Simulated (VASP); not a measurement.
BaTiO3: single point with PBE

Crystal: BaTiO3.

```
Ba Ti O
1.0
     4.03911    0.00000    0.00000
     0.00000    4.03911    0.00000
     0.00000    0.00000    4.03911
Ba Ti O
1 1 3
Direct
  0.50000 0.50000 0.50000
  0.00000 0.00000 0.00000
  0.50000 0.00000 0.00000
  0.00000 0.50000 0.00000
  0.00000 0.00000 0.50000
```

```json
{
  "Program": "VASP 6.6.1",
  "Task": "single point",
  "Functional": "PBE",
  "Potentials or basis": "VASP PAW PBE potentials, release 64 (Ba_sv, Ti_sv, O)",
  "Cutoff": "520 eV",
  "k mesh": "6 × 6 × 6",
  "Occupations": "gaussian, width 0.01 eV",
  "Spin": "no spin polarisation",
  "Dipole correction": "no",
  "Further INCAR settings": "ALGO = Normal; EDIFF = 1e-06; NBANDS = 28"
}
```

```
Pressure               : -0.7 GPa
Band gap on the k mesh : 1.69 eV, indirect (least direct gap 1.86 eV)
```

Levels at points of the mesh, in eV from the valence-band top:
```
           k point  band 18  band 19  band 20  band 21  band 22  band 23
(0.00, 0.00, 0.00)    -0.17    -0.17    -0.17     1.69     1.69     1.69
(0.50, 0.00, 0.00)    -1.79    -0.71    -0.71     1.84     3.35     3.35
(0.50, 0.50, 0.00)    -0.88    -0.88    -0.09     3.35     3.35     3.76
(0.50, 0.50, 0.50)     0.00     0.00     0.00     3.99     3.99     3.99
```

Run time: 33 s on 1 thread of AMD EPYC 7R13 Processor (Zen 3), on a shared host, peak memory 0.16 GiB.

Caveat: spin-orbit coupling is left out, which moves the levels of the heavy elements. PBE gaps usually lie below the measured ones, often by a third to a half.
